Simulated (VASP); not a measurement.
Write the native input for VASP 6.6.1 that does the following.

```
Task                   : single point
Functional             : PBEsol
Potentials or basis    : VASP PAW PBE potentials, release 64 (Al)
Cutoff                 : 520 eV
k mesh                 : 20 × 20 × 20
Occupations            : gaussian, width 0.15 eV
Spin                   : no spin polarisation
Dipole correction      : no
Further INCAR settings : ALGO = Normal; EDIFF = 1e-07; NBANDS = 8
```

The structure of Al lies in POSCAR:

```
Al
1.0
   -1.6389552507      1.6389552507      1.5912186900
    1.6389552507     -1.6389552507      1.5912186900
    1.6389552507      1.6389552507     -1.5912186900
Al
1
Direct
    0.0000000000      0.0000000000      0.0000000000
```

This cell differs from its parent crystal: strain +0.030 along x and y, +0.000 along z.

These files were run (other wordings do the same):

INCAR

```
SYSTEM = Al
PREC = Accurate
ENCUT = 520
EDIFF = 1E-7
ISMEAR = 0
SIGMA = 0.15
LREAL = .False.
LASPH = .True.
NELM = 80
ALGO = Normal
ISIF = 2
LWAVE = .False.
LCHARG = .False.
GGA = PS
NBANDS = 8
```

KPOINTS

```
Automatic mesh
0
Gamma
  20 20 20
  0 0 0
```

Potentials or basis: VASP PAW PBE potentials, release 64 (Al).

Command:

```bash
$ cat potpaw_PBE.64/Al/POTCAR > POTCAR
$ mpirun -np 1 vasp_std > vasp.out
```

Results of the run:

The pressure is -2.1 GPa and the band gap on the k mesh is zero (an odd number of electrons rules out a gap without spin polarisation).

Caveat: the cell differs from its parent crystal (strain +0.030 along x and y, +0.000 along z); the PAW data sets were made with another functional, which shifts forces and pressure a little.

Run time: 100 s on 1 thread of Intel Xeon 8259CL, on a shared host, peak memory 0.19 GiB.
